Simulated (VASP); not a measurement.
**CaSe: single point with HSE06**

CaSe:

```
Ca Se
1.0
     0.00000    3.27956    3.26349
     3.27956    0.00000    3.26349
     3.27956    3.27956    0.00000
Ca Se
1 1
Direct
  0.00000 0.00000 0.00000
  0.25000 0.25000 0.25000
```

This cell differs from its parent crystal: uniaxial z strain -0.5%.

```yaml
Program: VASP 6.6.1
Task: single point
Functional: HSE06
Potentials_or_basis: VASP PAW PBE potentials, release 64 (Ca_sv, Se)
Cutoff: 520 eV
k_mesh: 4 × 4 × 4
Occupations: gaussian, width 0.01 eV
Spin: no spin polarisation
Dipole_correction: no
Grid_for_exact_exchange_PRECFOCK: Normal
Further_INCAR_settings: ALGO = Normal; EDIFF = 1e-06; NBANDS = 15
Share_of_exact_exchange: 0.25
Screening_parameter: 0.2079 1/Å
```

```
Pressure               : 0.5 GPa
Band gap on the k mesh : 4.10 eV (least direct gap 4.19 eV)
```

Levels at points of the mesh, in eV from the valence-band top:
```tsv
k point	band 6	band 7	band 8	band 9	band 10	band 11
(0.00, 0.00, 0.00)	-0.09	-0.09	-0.09	4.10	6.84	6.87
(0.50, 0.00, 0.00)	-1.36	-0.03	-0.01	6.23	6.89	6.90
(0.50, 0.50, 0.00)	-1.36	-0.09	-0.09	4.51	6.18	7.68
(0.50, 0.00, 0.50)	-1.37	-0.07	-0.07	4.50	6.18	7.67
```

Wall time 21 min on 1 thread of Oxide Virtual Turin-like Processor, with other jobs on the host, peak memory 0.28 GiB.

Caveat: the cell differs from its parent crystal (uniaxial z strain -0.5%); the structure was generated, so it needn't be the stable form of CaSe; the PAW data sets were made with another functional, which shifts forces and pressure a little. A k mesh can miss the band edges.
